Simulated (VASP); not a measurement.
Crystal: GaN.

```
CELL_PARAMETERS angstrom
3.18893 0.00000 0.00000
-1.59447 2.76169 0.00000
0.00000 0.00000 5.19236
ATOMIC_POSITIONS crystal
Ga 0.66667 0.33333 0.49908
Ga 0.33333 0.66667 0.99908
N 0.66667 0.33333 0.87592
N 0.33333 0.66667 0.37592
```

| Property | Result |
| --- | --- |
| Program | VASP 6.6.1 |
| Task | relaxation of cell and atoms |
| Functional | LDA |
| Potentials or basis | VASP PAW LDA potentials, release 64 (Ga_d, N) |
| Cutoff | 600 eV |
| k mesh | 12 × 12 × 6 |
| Occupations | gaussian, width 0.02 eV |
| Spin | no spin polarisation |

At the start: pressure -5.5 GPa; volume 11.43 Å³/atom.

Q: How do energy, volume and symmetry change on relaxing?

A: Over 8 steps the energy falls by 5.8 meV/atom and the volume is 11.11 Å³/atom (-2.9 %); space group P6_3mc (No. 186, to 0.05 Å).

The path:
```csv
step,energy change (eV),largest force (eV/Å),pressure (GPa),volume (Å³)
1,0.0000,0.0078,-5.50,45.73
2,-0.0001,0.0224,6.03,43.18
3,-0.0230,0.0142,-0.04,44.43
4,-0.0230,0.0144,0.08,44.40
5,-0.0230,0.0018,-0.14,44.44
6,-0.0230,0.0040,-0.03,44.43
7,-0.0230,0.0031,-0.06,44.43
8,-0.0230,0.0002,0.01,44.42
```

Final structure:
```
CELL_PARAMETERS angstrom
3.15698 0.00000 0.00000
-1.57849 2.73402 0.00000
0.00000 0.00000 5.14648
ATOMIC_POSITIONS crystal
Ga 0.66667 0.33333 0.49929
Ga 0.33333 0.66667 0.99929
N 0.66667 0.33333 0.87571
N 0.33333 0.66667 0.37571
```
